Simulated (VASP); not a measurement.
# FeO (Fm-3m) in VASP: a series of runs

Runs on FeO. Level: PBE. Tasks: single point.

All numbers are computed with VASP 6.6.1; they aren't measurements. Logs are shortened: lines on timing, memory, paths and dates and some standing lists are left out, and cuts for length are marked.

**1. The cell of the first run**

The structure is cubic, space group Fm-3m (No. 225). Conventional cell: a = 4.309 Å, b = 4.309 Å, c = 4.309 Å, α = 90.00°, β = 90.00°, γ = 90.00°. Within 2.9 Å of Fe (site symmetry m-3m) lie 6 O at 2.15 Å. Within 2.9 Å of O (site symmetry m-3m) lie 6 Fe at 2.15 Å.

**2. Single point, PBE, collinear spin, ferromagnetic start**

The input, INCAR:

```
PREC = Accurate
ENCUT = 700
EDIFF = 1E-6
ISMEAR = -1
SIGMA = 0.05
LREAL = F
LASPH = T
NELM = 200
ALGO = Normal
ISIF = 2
LWAVE = F
LCHARG = T
ISPIN = 2
MAGMOM = 3 0
LORBIT = 11
LMAXMIX = 4
GGA = PE
LELF = T
LVHAR = T
NBANDS = 22
GGA_COMPAT = F
```

The input, KPOINTS:

```
regular mesh
0
Gamma
  11 11 11
```

The input, POSCAR:

```
FeO
1.0
    0.0000000000      2.1546222676      2.1546222676
    2.1546222676      0.0000000000      2.1546222676
    2.1546222676      2.1546222676      0.0000000000
Fe O
1 1
Direct
    0.0000000000      0.0000000000      0.0000000000
    0.5000000000      0.5000000000      0.5000000000
```

Potentials or basis: VASP PAW PBE potentials, release 64 (Fe_sv, O).

Run with:

```bash
> cat potpaw_PBE.64/Fe_sv/POTCAR potpaw_PBE.64/O/POTCAR > POTCAR
> mpirun -np 1 vasp_std > vasp.out
```

OUTCAR:

```text
PREC = Accurate
   ENCUT = 700
   EDIFF = 1E-6
   ISMEAR = -1
   LREAL = F
   LASPH = T
   NELM = 200
   ISIF = 2
   ISPIN = 2
   LORBIT = 11
   GGA = PE

 ion  position               nearest neighbor table
   1  0.000  0.000  0.000-   2 2.15   2 2.15   2 2.15   2 2.15   2 2.15   2 2.15
   2  0.500  0.500  0.500-   1 2.15   1 2.15   1 2.15   1 2.15   1 2.15   1 2.15

  LATTYP: Found a face centered cubic cell.
 ALAT       =     4.3092445352

  Lattice vectors:

 A1 = (   0.0000000000,   2.1546222676,   2.1546222676)
 A2 = (   2.1546222676,   0.0000000000,   2.1546222676)
 A3 = (   2.1546222676,   2.1546222676,   0.0000000000)

Analysis of symmetry for initial positions (statically):
=====================================================================
 Subroutine PRICEL returns:
 Original cell was already a primitive cell.

 Routine SETGRP: Setting up the symmetry group for a
 face centered cubic supercell.

 Subroutine GETGRP returns: Found 48 space group operations
 (whereof 48 operations were pure point group operations)
 out of a pool of 48 trial point group operations.

The static configuration has the point symmetry O_h .

Analysis of symmetry for dynamics (positions and initial velocities):
=====================================================================
 Subroutine PRICEL returns:
 Original cell was already a primitive cell.

 Routine SETGRP: Setting up the symmetry group for a
 face centered cubic supercell.

 Subroutine GETGRP returns: Found 48 space group operations
 (whereof 48 operations were pure point group operations)
 out of a pool of 48 trial point group operations.

The dynamic configuration has the point symmetry O_h .

Analysis of structural, dynamic, and magnetic symmetry:
=====================================================================
 Subroutine PRICEL returns:
 Original cell was already a primitive cell.

 Routine SETGRP: Setting up the symmetry group for a
 face centered cubic supercell.

 Subroutine GETGRP returns: Found 48 space group operations
 (whereof 48 operations were pure point group operations)
 out of a pool of 48 trial point group operations.

The overall configuration has the point symmetry O_h .

 Subroutine INISYM returns: Found 48 space group operations
 (whereof 48 operations are pure point group operations),
 and found     1 'primitive' translations

----------------------------------------------------------------------------------------

                                     Primitive cell

  volume of cell :      20.0052
[... 111 lines left out ...]
  Fermi-wavevector in a.u.,A,eV,Ry     =   1.689797  3.193254 38.850273  2.855415
  Thomas-Fermi vector in A             =   2.771859
   LORBIT       =     11    0 simple, 1 ext, 2 COOP (PROOUT), +10 PAW based schemes
   GGA     = PE    functional components
   LHFCALC =     F    Hartree Fock is set to
   AEXX    =    0.0000 exact exchange contribution
   IVDW    =     0    specifies the selected vdW correction
   LEPSILON=     F    determine dielectric tensor
   LRPA    =     F    only Hartree local field effects (RPA)
 spin polarized calculation
  energy-cutoff  :      700.00
  volume of cell :       20.01
 maximum number of plane-waves:       869
   NGX = 13   NGY = 13   NGZ = 13

 number of electron      21.9999992 magnetization       4.0006319

 Free energy of the ion-electron system (eV)
  ---------------------------------------------------
  ext. energy  EPLUGINS =         0.00000000
  ---------------------------------------------------
  free energy    TOTEN  =       -15.04504015 eV

  energy without entropy =      -15.03340500  energy(sigma->0) =      -15.03922258

 E-fermi :   9.8299     XC(G=0): -12.5335

 val. band max:        9.8240114942   @ k =  -0.2727   0.3636   0.0909
 cond. band min:       9.8310073148   @ k =  -0.3636   0.2727   0.0909
 fundamental gap:      0.0069958206
 Fermi energy:         9.8298526421

 spin component 1

 k-point     1 :       0.0000    0.0000    0.0000
  band No.  band energies     occupation
      1     -80.0870      1.00000
      2     -46.1137      1.00000
      3     -46.1137      1.00000
      4     -46.1137      1.00000
      5     -10.9665      1.00000
      6       5.9483      1.00000
[... 589 lines left out ...]
     21      36.1246      0.00000
     22      37.8624      0.00000

 [... further k-points ...]

 spin component 2

 k-point     1 :       0.0000    0.0000    0.0000
  band No.  band energies     occupation
      1     -75.9240      1.00000
      2     -42.0438      1.00000
      3     -42.0438      1.00000
      4     -42.0438      1.00000
      5     -10.4420      1.00000
      6       6.4953      1.00000
[... 589 lines left out ...]
     21      36.8979      0.00000
     22      38.6389      0.00000

 [... further k-points ...]

------------------------ aborting loop because EDIFF is reached ----------------------------------------

  FORCE on cell =-STRESS in cart. coord.  units (eV):
  Direction    XX          YY          ZZ          XY          YZ          ZX
  --------------------------------------------------------------------------------------
  -------------------------------------------------------------------------------------
  Total       -0.1417156     -0.1417156     -0.1417156      0.0000000     -0.0000000      0.0000000
  in kB      -11.3497076    -11.3497076    -11.3497076      0.0000000     -0.0000000      0.0000000
  external PRESSURE =     -11.3497076 kB  Pullay stress =       0.0000000 kB

 VOLUME and BASIS-vectors are now :
 -----------------------------------------------------------------------------
  energy-cutoff  :      700.00
  volume of cell :       20.01
      direct lattice vectors                 reciprocal lattice vectors
     0.000000000  2.154622268  2.154622268    -0.232059237  0.232059237  0.232059237
     2.154622268  0.000000000  2.154622268     0.232059237 -0.232059237  0.232059237
     2.154622268  2.154622268  0.000000000     0.232059237  0.232059237 -0.232059237

 POSITION                                       TOTAL-FORCE (eV/Angst)
 -----------------------------------------------------------------------------------
      0.00000      0.00000      0.00000         0.000000      0.000000      0.000000
      2.15462      2.15462      2.15462        -0.000000     -0.000000     -0.000000
 -----------------------------------------------------------------------------------
    total drift:                                0.000000      0.000000      0.000000

  FREE ENERGIE OF THE ION-ELECTRON SYSTEM (eV)
  ---------------------------------------------------
  free  energy   TOTEN  =       -15.0450401550 eV

  energy  without entropy=      -15.0334049962  energy(sigma->0) =      -15.03922258

 total charge

# of ion       s       p       d       tot
------------------------------------------
    1        2.103   5.998   5.516  13.617
    2        1.552   3.443   0.000   4.994
--------------------------------------------------
tot          3.654   9.441   5.516  18.611

 magnetization (x)

# of ion       s       p       d       tot
------------------------------------------
    1        0.015   0.011   3.452   3.478
    2        0.030   0.266   0.000   0.296
--------------------------------------------------
tot          0.046   0.277   3.452   3.774
```

OSZICAR:

```text
N       E                     dE             d eps       ncg     rms          rms(c)
DAV:   1     0.330261325563E+03    0.33026E+03   -0.14113E+04  5050   0.157E+03
DAV:   2     0.132409242527E+01   -0.32894E+03   -0.30976E+03  5072   0.501E+02
DAV:   3    -0.172931275414E+02   -0.18617E+02   -0.18407E+02  5906   0.136E+02
DAV:   4    -0.176183804052E+02   -0.32525E+00   -0.32516E+00  5518   0.195E+01
DAV:   5    -0.176272751072E+02   -0.88947E-02   -0.88945E-02  5954   0.336E+00    0.168E+01
DAV:   6    -0.155744080815E+02    0.20529E+01   -0.15941E+01  7886   0.564E+01    0.252E+01
DAV:   7    -0.150706647605E+02    0.50374E+00   -0.24302E+00  6936   0.312E+01    0.109E+01
DAV:   8    -0.150598495912E+02    0.10815E-01   -0.12369E-01  5728   0.324E+00    0.585E+00
DAV:   9    -0.150448597164E+02    0.14990E-01   -0.32568E-02  7346   0.259E+00    0.919E-01
DAV:  10    -0.150447718583E+02    0.87858E-04   -0.67225E-03  6496   0.124E+00    0.148E-01
DAV:  11    -0.150449944291E+02   -0.22257E-03   -0.72612E-04  6368   0.231E-01    0.709E-02
DAV:  12    -0.150450273163E+02   -0.32887E-04   -0.49165E-05  6042   0.698E-02    0.368E-02
DAV:  13    -0.150450408034E+02   -0.13487E-04   -0.24911E-05  5636   0.464E-02    0.114E-02
DAV:  14    -0.150450401550E+02    0.64844E-06   -0.10267E-06  4920   0.108E-02
   1 F= -.15045040E+02 E0= -.15039223E+02  d E =-.116352E-01  mag=     4.0005
```

stdout:

```text
POSCAR found type information on POSCAR FeO
 POSCAR found :  2 types and       2 ions
 scaLAPACK will be used
 LDA part: xc-table for (Slater+PW92), standard interpolation
 POSCAR, INCAR and KPOINTS ok, starting setup
 FFT: planning ... GRIDC
 FFT: planning ... GRID_SOFT
 FFT: planning ... GRID
 WAVECAR not read
 entering main loop
```

Run time: 78 s. Hardware: 1 thread of Intel Xeon Platinum 8259CL at 2.50GHz (Skylake/Cascade Lake), shared host; peak memory 0.21 GiB.

Results:

```
Free energy                                           : -15.0450 eV
Pressure                                              : -1.1 GPa
Band gap on the k mesh                                : zero (filled and empty bands overlap)
Net moment                                            : 4.00 μB per cell
Site moments                                          : Fe +3.48; O +0.30 μB
Valence electrons inside the program's atomic spheres : Fe 13.62; O 4.99
```

Levels at points of the mesh, in eV from the Fermi level:
Spin up:
```csv
k point,band 11,band 12,band 13,band 14,band 15,band 16
"(0.00, 0.00, 0.00)",-3.88,-3.68,-3.68,0.02,15.24,16.96
```
Spin down:
```csv
k point,band 6,band 7,band 8,band 9,band 10,band 11,band 12,band 13
"(0.00, 0.00, 0.00)",-3.33,-3.33,-3.33,-0.74,-0.74,-0.74,0.22,0.22
```

Caveat: a cell with one magnetic atom can't hold antiferromagnetic order, which such compounds often take; semilocal functionals often make such compounds metallic where correlation or magnetic order opens a gap, which also shifts bond lengths.

**3. Single point, PBE, collinear spin, ferromagnetic start**

The input, INCAR:

```
SYSTEM = FeO
PREC     = Accurate       ! precision mode
ENCUT    = 700            ! plane-wave cutoff, eV
EDIFF    = 1E-6           ! SCF threshold, eV
ISMEAR   = -1             ! smearing method
SIGMA    = 0.05           ! smearing width, eV
LREAL    = .False.        ! projectors in reciprocal space
LASPH    = .True.         ! aspherical terms in the spheres
NELM     = 200            ! most SCF steps
ALGO     = Normal         ! electronic algorithm
ISIF     = 2              ! what is computed and relaxed
LWAVE    = .False.        ! write WAVECAR
LCHARG   = .False.        ! write CHGCAR
ISPIN    = 2              ! spin polarisation
MAGMOM   = -2.68 0        ! initial moments
LORBIT   = 11             ! projections on sites
LMAXMIX  = 4              ! l up to which the mixer works
GGA      = PE             ! functional
NBANDS   = 22             ! bands
GGA_COMPAT= .False.
```

The input, KPOINTS:

```
Automatic mesh
0
Gamma
  11 11 11
  0 0 0
```

The input, POSCAR:

```
FeO
1.0
    0.0000000000      2.1554001600      2.1554001600
    2.1554001600      0.0000000000      2.1554001600
    2.1554001600      2.1554001600      0.0000000000
Fe O
1 1
Direct
    0.0000000000      0.0000000000      0.0000000000
    0.5000000000      0.5000000000      0.5000000000
```

Potentials or basis: VASP PAW PBE potentials, release 64 (Fe_sv, O).

Run with:

```bash
> cat potpaw_PBE.64/Fe_sv/POTCAR potpaw_PBE.64/O/POTCAR > POTCAR
> mpirun -np 1 vasp_std > vasp.out
```

Run time: 37 s. Hardware: 1 thread of Intel Xeon 6975P-C (Granite Rapids), shared host; peak memory 0.2 GiB.

The run converged. Its results:

| Item | Value |
| --- | --- |
| Free energy | -15.0449 eV |
| Pressure | -1.4 GPa |
| Band gap on the k mesh | zero (filled and empty bands overlap) |
| Net moment | -4.00 μB per cell |
| Site moments | Fe -3.48; O -0.30 μB |
| Valence electrons inside the program's atomic spheres | Fe 13.62; O 4.99 |

Levels at points of the mesh, in eV from the Fermi level:
Spin up:
```tsv
k point	band 6	band 7	band 8	band 9	band 10	band 11	band 12	band 13
(0.00, 0.00, 0.00)	-3.33	-3.33	-3.33	-0.74	-0.74	-0.74	0.22	0.22
```
Spin down:
```
           k point  band 10  band 11  band 12  band 13  band 14  band 15  band 16  band 17
(0.00, 0.00, 0.00)    -3.87    -3.87    -3.68    -3.68     0.01    15.24    16.95    16.95
```

Caveat: a cell with one magnetic atom can't hold antiferromagnetic order, which such compounds often take; semilocal functionals often make such compounds metallic where correlation or magnetic order opens a gap, which also shifts bond lengths. With open d or f shells a metallic result of PBE can be an artefact of self-interaction; +U or a hybrid may open a gap.

(Continued in part 2 of 2.)
